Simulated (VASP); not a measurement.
Set up this calculation in VASP 6.6.1, as the native input.

```
Task                   : single point
Functional             : r2SCAN
Potentials or basis    : VASP PAW PBE potentials, release 64 (Sn_d, O)
Cutoff                 : 520 eV
k mesh                 : 8 × 8 × 8
Occupations            : fermi-dirac, width 0.02 eV
Spin                   : no spin polarisation
Dipole correction      : no
Further INCAR settings : ALGO = Normal; EDIFF = 1e-06; NBANDS = 17
```

SnO:

```
Sn O
1.0
     0.00000    2.53697    2.53697
     2.53697    0.00000    2.53697
     2.53697    2.53697    0.00000
Sn O
1 1
Direct
  0.00000 0.00000 0.00000
  0.50000 0.50000 0.50000
```

One way to write it, as run:

POSCAR

```
SnO
1.0
    0.0000000000      2.5369732555      2.5369732555
    2.5369732555      0.0000000000      2.5369732555
    2.5369732555      2.5369732555      0.0000000000
Sn O
1 1
Direct
    0.0000000000      0.0000000000      0.0000000000
    0.5000000000      0.5000000000      0.5000000000
```

INCAR.step1

```
ALGO = Normal ; EDIFF = 1E-4
ENCUT = 520 ; GGA = PE
ISMEAR = -1 ; LASPH = T
LCHARG = F ; LREAL = F
LWAVE = T ; NBANDS = 17
NELM = 80 ; PREC = Accurate
SIGMA = 0.02
```

INCAR.step2

```
ALGO = Normal ; EDIFF = 1E-6
ENCUT = 520 ; ISIF = 2
ISMEAR = -1 ; ISTART = 1
LASPH = T ; LCHARG = F
LMIXTAU = T ; LREAL = F
LWAVE = F ; METAGGA = R2SCAN
NBANDS = 17 ; NELM = 80
PREC = Accurate ; SIGMA = 0.02
```

KPOINTS

```
k-points
0
Gamma
  8 8 8
```

Potentials or basis: VASP PAW PBE potentials, release 64 (Sn_d, O).

Run with:

```bash
$ cat potpaw_PBE.64/Sn_d/POTCAR potpaw_PBE.64/O/POTCAR > POTCAR
$ cp INCAR.step1 INCAR
$ mpirun -np 1 vasp_std > vasp.out
$ cp INCAR.step2 INCAR
$ mpirun -np 1 vasp_std > vasp.out
```

It gave:

```
Pressure               : 0.2 GPa
Band gap on the k mesh : 1.00 eV, direct
```

Caveat: the PAW data sets were made with another functional, which shifts forces and pressure a little; spin-orbit coupling is left out, which moves the levels of the heavy elements.

Wall time 36 s on 1 thread of Intel(R) Xeon(R) 6975P-C (Granite Rapids), with other jobs on the host, peak memory 0.17 GiB.
